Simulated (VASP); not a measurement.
Write the native input for VASP 6.6.1 that does the following.

```yaml
Task: single point
Functional: LDA
Potentials_or_basis: VASP PAW LDA potentials, release 64 (Hf_pv, O)
Cutoff: 520 eV
k_mesh: 2 × 2 × 2
Occupations: fermi-dirac, width 0.36 eV
Spin: no spin polarisation
Dipole_correction: no
Further_INCAR_settings: ALGO = Normal; EDIFF = 1e-06; NBANDS = 56
```

The structure of HfO2 lies in POSCAR:

```
HfO2
1.0
    5.3371140000      0.0000000000      0.0000000000
    0.0000000000      5.3962770000      0.0000000000
   -0.9179530000      0.0000000000      5.4510800000
Hf O
4 8
Direct
    0.2725581020      0.4899859663      0.6557783045
    0.8505853386      0.9418159965      0.8567659987
    0.7643005431      0.5367589544      0.2199013773
    0.3334914572     -0.0045957611      0.1887699318
    0.5567165612      0.6863435661      0.9385663025
    0.6247077659      0.1943562200      0.5812242712
    0.7232293710      0.2157783968      0.0449452219
    0.4960192443      0.6909578585      0.3772646888
    0.1015092090      0.3012817911      0.3583693507
    1.0218377800      0.7162160134      0.0810114693
    0.9655770491      0.6949791495      0.5785642478
    0.1657995197      0.1637054584      0.8906675374
```

The input as run:

INCAR

```
  PREC = Accurate
  ENCUT = 520
  EDIFF = 1E-6
  ISMEAR = -1
  SIGMA = 0.36
  LREAL = F
  LASPH = T
  NELM = 80
  ALGO = Normal
  ISIF = 2
  LWAVE = F
  LCHARG = T
  GGA = CA
  LELF = T
  LVHAR = T
  NBANDS = 56
```

KPOINTS

```
Automatic mesh
0
Gamma
  2 2 2
```

Potentials or basis: VASP PAW LDA potentials, release 64 (Hf_pv, O).

Run with:

```sh
$ cat potpaw_LDA.64/Hf_pv/POTCAR potpaw_LDA.64/O/POTCAR > POTCAR
$ mpirun -np 1 vasp_std > vasp.out
```

It gave:

The pressure is -10.3 GPa, the largest force is 8.922 eV/Å and the band gap on the k mesh is 1.96 eV, indirect (least direct gap 2.32 eV).

Caveat: the k points lie up to 0.60 Å⁻¹ apart; spin-orbit coupling is left out, which moves the levels of the heavy elements; forces of over 1 eV/Å act on the atoms, so gaps and moduli don't describe the material at rest.

Wall time 61 s on 1 thread of Intel(R) Xeon(R) 6975P-C (Granite Rapids) (shared host), peak memory 0.22 GiB.
